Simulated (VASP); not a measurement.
# TiC (Fm-3m) in VASP: notebook, part 2 of 2

VASP 6.6.1. Earlier steps stand in the parts before.

## 4. Single point, PBE

This run uses another cell than the first one, of 9.80 Å³/atom, 1.063 times its volume.

File INCAR:

```
SYSTEM = TiC
ALGO = Normal
EDIFF = 1E-6
ENCUT = 520
GGA = PE
ISIF = 2
ISMEAR = -1
LASPH = .TRUE.
LCHARG = .FALSE.
LREAL = .FALSE.
LWAVE = .FALSE.
NBANDS = 15
NELM = 80
PREC = Accurate
SIGMA = 0.05
```

File KPOINTS:

```
k-points
0
G
  11 11 11
  0 0 0
```

File POSCAR:

```
TiC
1.0
    0.0000000000      2.1400462750      2.1400462750
    2.1400462750      0.0000000000      2.1400462750
    2.1400462750      2.1400462750      0.0000000000
Ti C
1 1
Direct
    0.0000000000      0.0000000000      0.0000000000
    0.5000000000      0.5000000000      0.5000000000
```

Potentials or basis: VASP PAW PBE potentials, release 64 (Ti_sv, C).

Started as:

```console
$ cat potpaw_PBE.64/Ti_sv/POTCAR potpaw_PBE.64/C/POTCAR > POTCAR
$ mpirun -np 1 vasp_std > vasp.out
```

OUTCAR:

```text
SYSTEM = TiC
   EDIFF = 1E-6
   ENCUT = 520
   GGA = PE
   ISIF = 2
   ISMEAR = -1
   LASPH = .TRUE.
   LREAL = .FALSE.
   NELM = 80
   PREC = Accurate

 ion  position               nearest neighbor table
   1  0.000  0.000  0.000-   2 2.14   2 2.14   2 2.14   2 2.14   2 2.14   2 2.14
   2  0.500  0.500  0.500-   1 2.14   1 2.14   1 2.14   1 2.14   1 2.14   1 2.14

  LATTYP: Found a face centered cubic cell.
 ALAT       =     4.2800925500

  Lattice vectors:

 A1 = (   0.0000000000,   2.1400462750,   2.1400462750)
 A2 = (   2.1400462750,   0.0000000000,   2.1400462750)
 A3 = (   2.1400462750,   2.1400462750,   0.0000000000)

Analysis of symmetry for initial positions (statically):
=====================================================================
 Subroutine PRICEL returns:
 Original cell was already a primitive cell.

 Routine SETGRP: Setting up the symmetry group for a
 face centered cubic supercell.

 Subroutine GETGRP returns: Found 48 space group operations
[... 9 lines left out ...]

 Routine SETGRP: Setting up the symmetry group for a
 face centered cubic supercell.

 Subroutine GETGRP returns: Found 48 space group operations
[... 11 lines left out ...]
                                     Primitive cell

  volume of cell :      19.6020

  direct lattice vectors                    reciprocal lattice vectors
     0.000000000  2.140046275  2.140046275    -0.233639808  0.233639808  0.233639808
     2.140046275  0.000000000  2.140046275     0.233639808 -0.233639808  0.233639808
     2.140046275  2.140046275  0.000000000     0.233639808  0.233639808 -0.233639808

  length of vectors
     3.026482466  3.026482466  3.026482466     0.404676017  0.404676017  0.404676017

  position of ions in fractional coordinates (direct lattice)
[... 8 lines left out ...]
----------------------------------------------------------------------------------------

 KPOINTS: k-points

Automatic generation of k-mesh.
 Grid dimensions read from file:
 generate k-points for:   11   11   11

 Generating k-lattice:

  Cartesian coordinates                     Fractional coordinates (reciprocal lattice)
    -0.021239983  0.021239983  0.021239983     0.090909091  0.000000000  0.000000000
     0.021239983 -0.021239983  0.021239983     0.000000000  0.090909091  0.000000000
     0.021239983  0.021239983 -0.021239983     0.000000000  0.000000000  0.090909091

  Length of vectors
     0.036788729  0.036788729  0.036788729

  Shift w.r.t. Gamma in fractional coordinates (k-lattice)
     0.000000000  0.000000000  0.000000000

 Subroutine IBZKPT returns following result:
 ===========================================

 Found     56 irreducible k-points:

 Following reciprocal coordinates:
            Coordinates               Weight
  0.000000  0.000000  0.000000      1.000000
  0.090909  0.000000  0.000000      8.000000
  0.181818  0.000000  0.000000      8.000000
  0.272727  0.000000  0.000000      8.000000
  0.363636  0.000000  0.000000      8.000000
  0.454545  0.000000  0.000000      8.000000
[... 16 lines left out ...]
 -0.272727  0.181818  0.000000     24.000000
 -0.181818  0.181818  0.000000     12.000000
 [... further k-points ...]
   k-points           NKPTS =     56   k-points in BZ     NKDIM =     56   number of bands    NBANDS=     15
   number of dos      NEDOS =    301   number of ions     NIONS =      2
   total plane-waves  NPLWV =  13824
   dimension x,y,z NGX =    24 NGY =   24 NGZ =   24
   dimension x,y,z NGXF=    48 NGYF=   48 NGZF=   48
   ions per type =               1   1
   NGX,Y,Z   is equivalent  to a cutoff of  13.18, 13.18, 13.18 a.u.
   NGXF,Y,Z  is equivalent  to a cutoff of  26.37, 26.37, 26.37 a.u.
 SYSTEM =  TiC
   PREC   = accura    normal or accurate (medium, high low for compatibility)
   ISTART =      0    job   : 0-new  1-cont  2-samecut
   ICHARG =      2    charge: 1-file 2-atom 10-const
   ISPIN  =      1    spin polarized calculation?
   LNONCOLLINEAR =      F non collinear calculations
   LSORBIT =      F    spin-orbit coupling
   LASPH  =      T    aspherical Exc in radial PAW
   ENCUT  =  520.0 eV  38.22 Ry    6.18 a.u.   5.63  5.63  5.63*2*pi/ulx,y,z
   NELM   =     80;   NELMIN=  2; NELMDL= -5     # of ELM steps
   EDIFF  = 0.1E-05   stopping-criterion for ELM
   LREAL  =      F    real-space projection
   EDIFFG = 0.1E-04   stopping-criterion for IOM
   NSW    =      0    number of steps for IOM
   IBRION =     -1    ionic relax: 0-MD 1-quasi-New 2-CG
   NFREE  =      0    steps in history (QN), initial steepest desc. (CG)
   ISIF   =      2    stress and relaxation
   ISYM   =      2    0-nonsym 1-usesym 2-fastsym
   POTIM  = 0.5000    time-step for ionic-motion
   TEBEG  =    0.0;   TEEND  =   0.0 temperature during run
   PSTRESS=    0.0 pullay stress
   NELECT =      16.0000    total number of electrons
   NUPDOWN=      -1.0000    fix difference up-down
   EMIN   =  10.00;   EMAX   =-10.00  energy-range for DOS
   EFERMI =   0.00;   METHOD = LEGACY
   ISMEAR =    -1;   SIGMA  =   0.05  broadening in eV -4-tet -1-fermi 0-gaus
   EFERMI_NEDOS =   21; number of points for ismear=-14 and -15
   IALGO  =     38    algorithm
   IMIX   =      4    mixing-type and parameters
     AMIX     =   0.40;   BMIX     =  1.00
     AMIX_MAG =   1.60;   BMIX_MAG =  1.00
  volume/ion in A,a.u.               =       9.80        66.14
  Fermi-wavevector in a.u.,A,eV,Ry     =   1.529966  2.891216 31.848445  2.340795
  Thomas-Fermi vector in A             =   2.637514
   LORBIT       =      0    0 simple, 1 ext, 2 COOP (PROOUT), +10 PAW based schemes
   GGA     = PE    functional components
   LHFCALC =     F    Hartree Fock is set to
   AEXX    =    0.0000 exact exchange contribution
   IVDW    =     0    specifies the selected vdW correction
   LEPSILON=     F    determine dielectric tensor
   LRPA    =     F    only Hartree local field effects (RPA)
 non-spin polarized calculation
  energy-cutoff  :      520.00
  volume of cell :       19.60
 maximum number of plane-waves:       537
   NGX = 11   NGY = 11   NGZ = 11

 number of electron      16.0000004 magnetization

 Free energy of the ion-electron system (eV)
  ---------------------------------------------------
  ext. energy  EPLUGINS =         0.00000000
  ---------------------------------------------------
  free energy    TOTEN  =       -18.68685936 eV

  energy without entropy =      -18.68446350  energy(sigma->0) =      -18.68566143

 E-fermi :   9.9057     XC(G=0): -12.8845

 val. band max:        9.7939942670   @ k =   0.4545   0.4545   0.0000
 cond. band min:       9.9896189777   @ k =   0.0909   0.0000   0.0000
 fundamental gap:      0.1956247107
 Fermi energy:         9.9056629019

 k-point     1 :       0.0000    0.0000    0.0000
  band No.  band energies     occupation
      1     -46.6492      2.00000
      2     -22.6530      2.00000
      3     -22.6530      2.00000
      4     -22.6530      2.00000
      5      -2.7257      2.00000
      6      10.5430      0.00001
      7      10.5430      0.00001
      8      10.5430      0.00001
      9      11.5623      0.00000
     10      11.5623      0.00000
     11      11.5623      0.00000
     12      11.6268      0.00000
     13      11.6268      0.00000
     14      20.8550      0.00000
     15      24.0140      0.00000

 k-point     2 :       0.0909    0.0000    0.0000
  band No.  band energies     occupation
      1     -46.6424      2.00000
      2     -22.6998      2.00000
      3     -22.6573      2.00000
      4     -22.6573      2.00000
      5      -2.5309      2.00000
      6       9.7019      1.96659
      7       9.9896      0.31442
      8       9.9896      0.31442
      9      10.8871      0.00000
     10      10.8871      0.00000
     11      11.9836      0.00000
     12      13.1407      0.00000
     13      13.1407      0.00000
     14      21.1701      0.00000
     15      24.1071      0.00000
[... 365 lines left out ...]
      3     -22.8189      2.00000
      4     -22.6952      2.00000
      5      -0.1590      2.00000
      6       5.4966      2.00000
      7       7.2079      2.00000
      8       7.2780      2.00000
      9      11.9355      0.00000
     10      12.9444      0.00000
     11      13.7804      0.00000
     12      15.2118      0.00000
     13      18.0844      0.00000
     14      21.2159      0.00000
     15      23.7816      0.00000

 k-point    24 :      -0.1818    0.1818    0.0000
  band No.  band energies     occupation
      1     -46.5924      2.00000
      2     -22.9635      2.00000
      3     -22.7747      2.00000
      4     -22.6748      2.00000
      5      -0.9307      2.00000
      6       6.5022      2.00000
      7       7.5853      2.00000
      8       7.8347      2.00000
      9      11.4414      0.00000
     10      12.6166      0.00000
     11      13.5462      0.00000
     12      14.4194      0.00000
     13      17.3891      0.00000
     14      22.0233      0.00000
     15      23.6346      0.00000

 [... further k-points ...]
[... 5 lines left out ...]
  --------------------------------------------------------------------------------------
  -------------------------------------------------------------------------------------
  Total        1.2442605      1.2442605      1.2442605      0.0000000     -0.0000000      0.0000000
  in kB      101.7003410    101.7003410    101.7003410      0.0000000     -0.0000000      0.0000000
  external PRESSURE =     101.7003410 kB  Pullay stress =       0.0000000 kB

 VOLUME and BASIS-vectors are now :
 -----------------------------------------------------------------------------
  energy-cutoff  :      520.00
  volume of cell :       19.60
      direct lattice vectors                 reciprocal lattice vectors
     0.000000000  2.140046275  2.140046275    -0.233639808  0.233639808  0.233639808
     2.140046275  0.000000000  2.140046275     0.233639808 -0.233639808  0.233639808
     2.140046275  2.140046275  0.000000000     0.233639808  0.233639808 -0.233639808

 POSITION                                       TOTAL-FORCE (eV/Angst)
 -----------------------------------------------------------------------------------
      0.00000      0.00000      0.00000         0.000000      0.000000      0.000000
      2.14005      2.14005      2.14005         0.000000      0.000000      0.000000
 -----------------------------------------------------------------------------------
    total drift:                                0.000000     -0.000000     -0.000000

  FREE ENERGIE OF THE ION-ELECTRON SYSTEM (eV)
  ---------------------------------------------------
  free  energy   TOTEN  =       -18.6868593577 eV

  energy  without entropy=      -18.6844635032  energy(sigma->0) =      -18.68566143
```

OSZICAR:

```text
N       E                     dE             d eps       ncg     rms          rms(c)
DAV:   1     0.119412559147E+03    0.11941E+03   -0.80258E+03  1680   0.129E+03
DAV:   2    -0.165612766746E+02   -0.13597E+03   -0.12725E+03  1820   0.334E+02
DAV:   3    -0.239398035570E+02   -0.73785E+01   -0.72725E+01  2160   0.767E+01
DAV:   4    -0.241949206691E+02   -0.25512E+00   -0.25489E+00  2137   0.131E+01
DAV:   5    -0.242004626394E+02   -0.55420E-02   -0.55382E-02  2131   0.169E+00    0.190E+01
DAV:   6    -0.192155888712E+02    0.49849E+01   -0.11491E+01  2363   0.565E+01    0.670E+00
DAV:   7    -0.187105180094E+02    0.50507E+00   -0.19758E+00  1965   0.199E+01    0.518E+00
DAV:   8    -0.186875334108E+02    0.22985E-01   -0.10618E-01  1849   0.378E+00    0.310E+00
DAV:   9    -0.186898824299E+02   -0.23490E-02   -0.74506E-02  2247   0.342E+00    0.788E-01
DAV:  10    -0.186881604501E+02    0.17220E-02   -0.10089E-02  2160   0.139E+00    0.571E-01
DAV:  11    -0.186869020252E+02    0.12584E-02   -0.21966E-03  1953   0.673E-01    0.129E-01
DAV:  12    -0.186868629429E+02    0.39082E-04   -0.23177E-04  2023   0.139E-01    0.295E-02
DAV:  13    -0.186868595746E+02    0.33683E-05   -0.17041E-05  1975   0.346E-02    0.729E-03
DAV:  14    -0.186868593577E+02    0.21684E-06   -0.41368E-07  1467   0.509E-03
   1 F= -.18686859E+02 E0= -.18685661E+02  d E =-.239585E-02
```

stdout:

```text
POSCAR found type information on POSCAR TiC
 POSCAR found :  2 types and       2 ions
 scaLAPACK will be used
 LDA part: xc-table for (Slater+PW92), standard interpolation
 POSCAR, INCAR and KPOINTS ok, starting setup
 FFT: planning ... GRIDC
 FFT: planning ... GRID_SOFT
 FFT: planning ... GRID
 WAVECAR not read
 entering main loop
```

It took 16 s on 1 thread of AMD EPYC 7R43 (Zen 3), shared host; peak memory 0.11 GiB.

What came out:

```
Free energy            : -18.6869 eV
Pressure               : 10.2 GPa
Band gap on the k mesh : zero (band 8 reaches 10.54 eV, above the bottom of band 9 at 9.42 eV)
```

## 5. The runs side by side

| cell | gap on the mesh (eV) | pressure (GPa) |
| --- | --- | --- |
| a = 2.965 Å, angles 60.0°, 2 atoms | none | 30.1 |
| a = 3.044 Å, angles 60.0°, 2 atoms | none | 5.2 |
| a = 3.026 Å, angles 60.0°, 2 atoms | none | 10.2 |

Alike in all rows: task single point; level PBE; potentials or basis VASP PAW PBE potentials, release 64 (Ti_sv, C); no spin polarisation; k mesh 11 × 11 × 11; cutoff (eV) 520; smearing fermi-dirac 0.05 eV.

Absolute energies hang on the potentials; compare differences alone.
